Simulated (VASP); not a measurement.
HfO2:

```
CELL_PARAMETERS angstrom
3.60430 0.00000 0.00000
0.00000 3.60430 0.00000
0.00000 0.00000 5.26397
ATOMIC_POSITIONS crystal
Hf 0.50000 0.50000 0.50000
Hf 0.00000 0.00000 0.00000
O 0.00000 0.50000 0.69325
O 0.50000 0.00000 0.80675
O 0.50000 0.00000 0.30675
O 0.00000 0.50000 0.19325
```

```yaml
Program: VASP 6.6.1
Task: relaxation of cell and atoms
Functional: PBEsol
Potentials_or_basis: VASP PAW PBE potentials, release 64 (Hf_pv, O)
Cutoff: 600 eV
k_mesh: 6 × 6 × 4
Occupations: gaussian, width 0.02 eV
Spin: no spin polarisation
```

At the start: pressure -10.6 GPa; volume 11.40 Å³/atom.

Problem. Where does the relaxation end?

Solution. Over 11 steps the energy falls by 20.3 meV/atom and the volume is 10.78 Å³/atom (-5.4 %); space group P4_2/nmc (No. 137, to 0.1 Å) before and after.

The path:
```csv
step,energy change (eV),largest force (eV/Å),pressure (GPa),volume (Å³)
1,0.0000,0.0886,-10.61,68.38
2,0.1577,0.6766,20.32,61.18
3,-0.1017,0.1787,-0.31,65.50
4,-0.1018,0.1843,-0.11,65.44
5,-0.1083,0.1615,-0.06,65.29
6,-0.1163,0.1062,0.18,64.84
7,-0.1205,0.0503,-0.09,64.80
8,-0.1217,0.0201,-0.43,64.74
9,-0.1219,0.0028,-0.34,64.76
10,-0.1219,0.0054,0.26,64.59
11,-0.1220,0.0016,0.01,64.67
```

Final structure:
```
Hf O
1.0
     3.55066    0.00000    0.00000
     0.00000    3.55066    0.00000
     0.00000    0.00000    5.12971
Hf O
2 4
Direct
  0.50000 0.50000 0.50000
  0.00000 0.00000 0.00000
  0.00000 0.50000 0.70245
  0.50000 0.00000 0.79755
  0.50000 0.00000 0.29755
  0.00000 0.50000 0.20245
```

Caveat: the PAW data sets were made with another functional, which shifts forces and pressure a little.
